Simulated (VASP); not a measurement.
# SiC (P6_3mc) in VASP: a series of runs

SiC is run at these levels: r2SCAN; tasks: single point.

Everything below comes from runs of VASP 6.6.1. Logs are shortened: lines on timing, memory, paths and dates and some standing lists are left out, and cuts for length are marked.

**1. The cell of the first run**

Symmetry: P6_3mc, No. 186, hexagonal system. The conventional cell has a = 3.046 Å, b = 3.046 Å, c = 4.999 Å, α = 90.00°, β = 90.00°, γ = 120.00°. Within 2.5 Å of Si (site symmetry 3m) lie 4 C at 1.86 to 1.88 Å. C (site symmetry 3m) has 4 Si at 1.86 to 1.88 Å within 2.5 Å.

**2. Single point, r2SCAN**

Contents of POSCAR:

```
SiC
1.0
    3.0459841504      0.0000000000      0.0000000000
   -1.5229920752      2.6378996538      0.0000000000
    0.0000000000      0.0000000000      4.9985521835
Si C
2 2
Direct
    0.3333333333      0.6666666667      0.0046083248
    0.6666666667      0.3333333333      0.5046083248
    0.3333333333      0.6666666667      0.3803916752
    0.6666666667      0.3333333333      0.8803916752
```

Contents of INCAR.step1:

```
ALGO = Normal ; EDIFF = 1E-4
ENCUT = 520 ; GGA = PE
ISMEAR = 0 ; LASPH = T
LCHARG = F ; LREAL = F
LWAVE = T ; NBANDS = 16
NELM = 80 ; PREC = Accurate
SIGMA = 0.01
```

Contents of INCAR.step2:

```
ALGO = Normal ; EDIFF = 1E-6
ENCUT = 520 ; ISIF = 2
ISMEAR = 0 ; ISTART = 1
LASPH = T ; LCHARG = T
LELF = T ; LMIXTAU = T
LREAL = F ; LVHAR = T
LWAVE = F ; METAGGA = R2SCAN
NBANDS = 16 ; NELM = 80
PREC = Accurate ; SIGMA = 0.01
```

Contents of KPOINTS:

```
k-points
0
Gamma
  8 8 6
```

Potentials or basis: VASP PAW PBE potentials, release 64 (Si, C).

Started as:

```bash
$ cat potpaw_PBE.64/Si/POTCAR potpaw_PBE.64/C/POTCAR > POTCAR
$ cp INCAR.step1 INCAR
$ mpirun -np 1 vasp_std > vasp.out
$ cp INCAR.step2 INCAR
$ mpirun -np 1 vasp_std > vasp.out
```

OUTCAR:

```text
EDIFF = 1E-6
   ENCUT = 520
   ISIF = 2
   ISMEAR = 0
   ISTART = 1
   LASPH = T
   LREAL = F
   METAGGA = R2SCAN
   NELM = 80
   PREC = Accurate

 ion  position               nearest neighbor table
   1  0.333  0.667  0.005-   4 1.86   4 1.86   4 1.86   3 1.88   2 3.06   2 3.06   2 3.06   2 3.06
                             2 3.06   2 3.06
   2  0.667  0.333  0.505-   3 1.86   3 1.86   3 1.86   4 1.88   1 3.06   1 3.06   1 3.06   1 3.06
                             1 3.06   1 3.06
   3  0.333  0.667  0.380-   2 1.86   2 1.86   2 1.86   1 1.88
   4  0.667  0.333  0.880-   1 1.86   1 1.86   1 1.86   2 1.88

  LATTYP: Found a hexagonal cell.
 ALAT       =     3.0459841504
 C/A-ratio  =     1.6410302670

  Lattice vectors:

 A1 = (   3.0459841504,   0.0000000000,   0.0000000000)
 A2 = (  -1.5229920752,   2.6378996538,   0.0000000000)
 A3 = (   0.0000000000,   0.0000000000,   4.9985521835)

Analysis of symmetry for initial positions (statically):
=====================================================================
 Subroutine PRICEL returns:
 Original cell was already a primitive cell.

 Routine SETGRP: Setting up the symmetry group for a
 hexagonal supercell.

 Subroutine GETGRP returns: Found 12 space group operations
 (whereof  6 operations were pure point group operations)
 out of a pool of 24 trial point group operations.

The static configuration has the point symmetry C_3v.
 The point group associated with its full space group is C_6v.

Analysis of symmetry for dynamics (positions and initial velocities):
=====================================================================
 Subroutine PRICEL returns:
 Original cell was already a primitive cell.

 Routine SETGRP: Setting up the symmetry group for a
 hexagonal supercell.

 Subroutine GETGRP returns: Found 12 space group operations
 (whereof  6 operations were pure point group operations)
 out of a pool of 24 trial point group operations.

The dynamic configuration has the point symmetry C_3v.
 The point group associated with its full space group is C_6v.

 Subroutine INISYM returns: Found 12 space group operations
 (whereof  6 operations are pure point group operations),
 and found     1 'primitive' translations

[... 92 lines left out ...]
   ISPIN  =      1    spin polarized calculation?
   LNONCOLLINEAR =      F non collinear calculations
   LSORBIT =      F    spin-orbit coupling
   LASPH  =      T    aspherical Exc in radial PAW
   ENCUT  =  520.0 eV  38.22 Ry    6.18 a.u.   5.66  5.66  9.29*2*pi/ulx,y,z
   NELM   =     80;   NELMIN=  2; NELMDL=  0     # of ELM steps
   EDIFF  = 0.1E-05   stopping-criterion for ELM
   LREAL  =      F    real-space projection
   EDIFFG = 0.1E-04   stopping-criterion for IOM
   NSW    =      0    number of steps for IOM
   IBRION =     -1    ionic relax: 0-MD 1-quasi-New 2-CG
   NFREE  =      0    steps in history (QN), initial steepest desc. (CG)
   ISIF   =      2    stress and relaxation
   ISYM   =      2    0-nonsym 1-usesym 2-fastsym
   POTIM  = 0.5000    time-step for ionic-motion
   TEBEG  =    0.0;   TEEND  =   0.0 temperature during run
   PSTRESS=    0.0 pullay stress
   NELECT =      16.0000    total number of electrons
   NUPDOWN=      -1.0000    fix difference up-down
   EMIN   =  10.00;   EMAX   =-10.00  energy-range for DOS
   EFERMI =   0.00;   METHOD = LEGACY
   ISMEAR =     0;   SIGMA  =   0.01  broadening in eV -4-tet -1-fermi 0-gaus
   EFERMI_NEDOS =   21; number of points for ismear=-14 and -15
   IALGO  =     38    algorithm
   IMIX   =      4    mixing-type and parameters
     AMIX     =   0.40;   BMIX     =  1.00
     AMIX_MAG =   1.60;   BMIX_MAG =  1.00
  volume/ion in A,a.u.               =      10.04        67.76
  Fermi-wavevector in a.u.,A,eV,Ry     =   1.204587  2.276339 19.742454  1.451029
  Thomas-Fermi vector in A             =   2.340308
   LORBIT       =      0    0 simple, 1 ext, 2 COOP (PROOUT), +10 PAW based schemes
   METAGGA = R2SCAN    functional components
   LHFCALC =     F    Hartree Fock is set to
   AEXX    =    0.0000 exact exchange contribution
   IVDW    =     0    specifies the selected vdW correction
   LEPSILON=     F    determine dielectric tensor
   LRPA    =     F    only Hartree local field effects (RPA)
 non-spin polarized calculation
 Gauss-broadening in eV      SIGMA  =   0.01
  energy-cutoff  :      520.00
  volume of cell :       40.16
 maximum number of plane-waves:      1099
 NGX is ok and might be reduce to    24
   NGX = 11   NGY = 11   NGZ = 19

 number of electron      15.9999998 magnetization

 Free energy of the ion-electron system (eV)
  ---------------------------------------------------
  ext. energy  EPLUGINS =         0.00000000
  ---------------------------------------------------
  free energy    TOTEN  =       -38.61266562 eV

  energy without entropy =      -38.61266562  energy(sigma->0) =      -38.61266562

 E-fermi :   8.6127     XC(G=0): -12.0596

 val. band max:        8.4776808635   @ k =   0.0000   0.0000   0.0000
 cond. band min:      11.3598261259   @ k =   0.3750   0.2500   0.0000
 fundamental gap:      2.8821452624
 Fermi energy:         8.6127491604

 k-point     1 :       0.0000    0.0000    0.0000
  band No.  band energies     occupation
      1      -8.1147      2.00000
      2      -4.3749      2.00000
      3      -0.6829      2.00000
      4       7.0771      2.00000
      5       7.0771      2.00000
      6       8.3639      2.00000
[... 433 lines left out ...]
      3       0.5177      2.00000
      4       1.8134      2.00000
      5       4.2286      2.00000
      6       5.5944      2.00000
[... 8 lines left out ...]
     15      21.3343      0.00000
     16      21.7809      0.00000

 [... further k-points ...]
[... 5 lines left out ...]
  --------------------------------------------------------------------------------------
  -------------------------------------------------------------------------------------
  Total        1.7032843      1.7032843      1.7042175      0.0000000      0.0000000     -0.0000000
  in kB       67.9465774     67.9465774     67.9838051      0.0000000      0.0000000     -0.0000000
  external PRESSURE =      67.9589866 kB  Pullay stress =       0.0000000 kB

 VOLUME and BASIS-vectors are now :
 -----------------------------------------------------------------------------
  energy-cutoff  :      520.00
  volume of cell :       40.16
      direct lattice vectors                 reciprocal lattice vectors
     3.045984150  0.000000000  0.000000000     0.328301117  0.189544738  0.000000000
    -1.522992075  2.637899654  0.000000000     0.000000000  0.379089477  0.000000000
     0.000000000  0.000000000  4.998552184     0.000000000  0.000000000  0.200057929

 POSITION                                       TOTAL-FORCE (eV/Angst)
 -----------------------------------------------------------------------------------
     -0.00000      1.75860      0.02303        -0.000000     -0.000000     -0.001076
      1.52299      0.87930      2.52231         0.000000      0.000000     -0.001076
     -0.00000      1.75860      1.90141         0.000000     -0.000000      0.001076
      1.52299      0.87930      4.40068         0.000000     -0.000000      0.001076
 -----------------------------------------------------------------------------------
    total drift:                               -0.000000      0.000000     -0.000191

  FREE ENERGIE OF THE ION-ELECTRON SYSTEM (eV)
  ---------------------------------------------------
  free  energy   TOTEN  =       -38.6126656197 eV

  energy  without entropy=      -38.6126656197  energy(sigma->0) =      -38.61266562
```

It took 40 s on 1 thread of Intel Xeon Platinum 8559C (Emerald Rapids), shared host; peak memory 0.16 GiB.

What came out:

```
Free energy            : -38.6127 eV
Pressure               : 6.8 GPa
Band gap on the k mesh : 2.88 eV, indirect (least direct gap 4.55 eV)
```

Caveat: the PAW data sets were made with another functional, which shifts forces and pressure a little.

**3. Single point, r2SCAN**

This run uses another cell than the first one, of 10.16 Å³/atom, 1.012 times its volume.

Contents of POSCAR:

```
SiC
1.0
    3.0581653905      0.0000000000      0.0000000000
   -1.5290826953      2.6484489172      0.0000000000
    0.0000000000      0.0000000000      5.0190584191
Si C
2 2
Direct
    0.3333333333      0.6666666667      0.0046022511
    0.6666666667      0.3333333333      0.5046022511
    0.3333333333      0.6666666667      0.3803977489
    0.6666666667      0.3333333333      0.8803977489
```

Contents of INCAR.step1:

```
SYSTEM = SiC
PREC = Accurate ; ENCUT = 520
ISMEAR = 0 ; SIGMA = 0.01
LREAL = .False. ; LASPH = .True.
NELM = 80 ; NBANDS = 16
GGA = PE ; ALGO = Normal
EDIFF = 1E-4 ; LWAVE = .True.
LCHARG = .False.
```

Contents of INCAR.step2:

```
SYSTEM = SiC
PREC = Accurate ; ENCUT = 520
EDIFF = 1E-6 ; ISMEAR = 0
SIGMA = 0.01 ; LREAL = .False.
LASPH = .True. ; NELM = 80
ALGO = Normal ; ISIF = 2
LWAVE = .False. ; LCHARG = .False.
METAGGA = R2SCAN ; LMIXTAU = .True.
NBANDS = 16 ; ISTART = 1
```

Contents of KPOINTS:

```
Automatic mesh
0
Gamma
  8 8 6
  0 0 0
```

Potentials or basis: VASP PAW PBE potentials, release 64 (Si, C).

Started as:

```bash
$ cat potpaw_PBE.64/Si/POTCAR potpaw_PBE.64/C/POTCAR > POTCAR
$ cp INCAR.step1 INCAR
$ mpirun -np 1 vasp_std > vasp.out
$ cp INCAR.step2 INCAR
$ mpirun -np 1 vasp_std > vasp.out
```

Wall time 38 s (1 thread of Intel Xeon Platinum 8559C (Emerald Rapids), shared host); peak memory 0.16 GiB.

Results (log left out):

```
Free energy            : -38.6289 eV
Pressure               : 3.8 GPa
Band gap on the k mesh : 2.90 eV, indirect (least direct gap 4.52 eV)
```

Levels at points of the mesh, in eV from the valence-band top:
| k point | band 6 | band 7 | band 8 | band 9 | band 10 | band 11 |
| --- | --- | --- | --- | --- | --- | --- |
| (0.00, 0.00, 0.00) | -0.11 | 0.00 | 0.00 | 5.53 | 6.97 | 7.30 |
| (0.50, 0.00, 0.00) | -3.51 | -3.41 | -1.26 | 3.26 | 4.69 | 7.61 |
| (0.00, 0.00, 0.50) | -0.75 | -0.75 | -0.75 | 6.65 | 6.65 | 7.99 |
| (0.50, 0.00, 0.50) | -2.58 | -2.46 | -2.46 | 3.77 | 3.77 | 5.87 |

Caveat: the PAW data sets were made with another functional, which shifts forces and pressure a little. r2SCAN opens gaps a little over a GGA but as a rule still falls short of measured ones.
